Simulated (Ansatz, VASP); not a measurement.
# TiC in VASP and in Ansatz

The input INCAR:

```
SYSTEM = TiC
  PREC = Accurate
  ENCUT = 520
  EDIFF = 1E-8
  ISMEAR = -1
  SIGMA = 0.03
  LREAL = .FALSE.
  LASPH = .TRUE.
  NELM = 100
  ALGO = Normal
  ISIF = 2
  LWAVE = .FALSE.
  LCHARG = .FALSE.
  GGA = PE
  LEFG = .TRUE.
  NBANDS = 15
```

File KPOINTS:

```
regular mesh
0
G
  16 16 16
  0 0 0
```

File POSCAR:

```
TiC
1.0
    0.0000000000      2.1567624877      2.1567624877
    2.1567624877      0.0000000000      2.1567624877
    2.1567624877      2.1567624877      0.0000000000
Ti C
1 1
Direct
    0.0000000000      0.0000000000      0.0000000000
    0.5000000000      0.5000000000      0.5000000000
```

Input for Ansatz:

```yaml
crystal:
  lattice:
    - [0.0, 2.1567624877, 2.1567624877]
    - [2.1567624877, 0.0, 2.1567624877]
    - [2.1567624877, 2.1567624877, 0.0]
  atoms:
    - { symbol: Ti, position: [0.0, 0.0, 0.0] }
    - { symbol: C, position: [0.5, 0.5, 0.5] }
kpoints:
  mp_grid: { grid: [16, 16, 16] }
scf:
  occupations: { method: fermi_dirac, width: 0.03 }
hamiltonian:
  xc: pbe
  pseudopotentials: { kind: all_electron, datasets: crystal }
output:
  forces: true
  stress: true
  eigenvalues: true
  efg: { contact_densities: true }
```

Change from the starting cell: volume scaled by 0.99, crystal datasets.

Alike in both runs: task electric field gradients; functional PBE; k mesh 16 × 16 × 16; occupations fermi-dirac, width 0.03 eV; no spin polarisation.

```csv
,VASP,Ansatz
version,VASP 6.6.1,Ansatz 0.2.0
potentials or method,"VASP PAW PBE potentials, release 64 (Ti_sv, C), cutoff 520 eV","all-electron PAW with datasets made for the crystal, scalar-relativistic"
```

```csv
,VASP,Ansatz,Ansatz less VASP
pressure (GPa),3.7,3.4,-0.23
```

Ansatz ran all-electron here, and VASP with PAW potentials.
